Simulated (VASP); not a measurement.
SnSe2:

```
Sn Se
1.0
     3.84874    0.00000    0.00000
    -1.92437    3.33310    0.00000
     0.00000    0.00000    6.19676
Sn Se
1 2
Direct
  0.00000 0.00000 0.00000
  0.66667 0.33333 0.75100
  0.33333 0.66667 0.24900
```

- Program: VASP 6.6.1
- Task: relaxation of cell and atoms
- Functional: PBE
- Potentials or basis: VASP PAW PBE potentials, release 64 (Sn_d, Se)
- Cutoff: 620 eV
- k mesh: 8 × 8 × 5
- Occupations: gaussian, width 0.03 eV
- Spin: no spin polarisation

At the start: pressure 3.3 GPa; volume 26.50 Å³/atom.

**Question.** How do energy, volume and symmetry change on relaxing?

**Answer.** Over 41 steps the energy falls by 20.7 meV/atom and the volume is 30.34 Å³/atom (+14.5 %); space group P-3m1 (No. 164, to 0.1 Å) before and after.

The path:
| step | energy change (eV) | largest force (eV/Å) | pressure (GPa) | volume (Å³) |
| --- | --- | --- | --- | --- |
| 1 | 0.0000 | 0.5166 | 3.35 | 79.49 |
| 3 | -0.0470 | 0.0535 | 0.06 | 83.10 |
| 5 | -0.0573 | 0.1129 | -0.36 | 86.92 |
| 7 | -0.0609 | 0.0056 | -0.05 | 89.64 |
| 9 | -0.0610 | 0.0006 | 0.02 | 89.74 |
| 11 | -0.0610 | 0.0144 | -0.04 | 89.98 |
| 13 | -0.0611 | 0.0040 | -0.03 | 90.16 |
| 15 | -0.0611 | 0.0042 | 0.01 | 90.23 |
| 17 | -0.0611 | 0.0022 | 0.01 | 90.29 |
| 19 | -0.0611 | 0.0012 | 0.01 | 90.28 |
| 21 | -0.0611 | 0.0019 | 0.00 | 90.33 |
| 23 | -0.0620 | 0.0027 | 0.00 | 90.33 |
| 25 | -0.0620 | 0.0094 | -0.02 | 90.42 |
| 27 | -0.0620 | 0.0077 | -0.01 | 90.40 |
| 29 | -0.0620 | 0.0072 | -0.01 | 90.41 |
| 31 | -0.0620 | 0.0058 | 0.01 | 90.45 |
| 33 | -0.0620 | 0.0037 | 0.03 | 90.53 |
| 35 | -0.0620 | 0.0025 | 0.02 | 90.70 |
| 37 | -0.0620 | 0.0037 | 0.01 | 91.40 |
| 39 | -0.0620 | 0.0005 | 0.02 | 91.02 |
| 41 | -0.0620 | 0.0018 | 0.00 | 91.03 |

Final structure:
```
Sn Se
1.0
     3.87317    0.00000    0.00000
    -1.93658    3.35426    0.00000
     0.00000    0.00000    7.00687
Sn Se
1 2
Direct
  0.00000 0.00000 0.00000
  0.66667 0.33333 0.77228
  0.33333 0.66667 0.22772
```

Caveat: this functional lacks dispersion, which binds the layers, so the pressure and a relaxed spacing across them are unreliable.
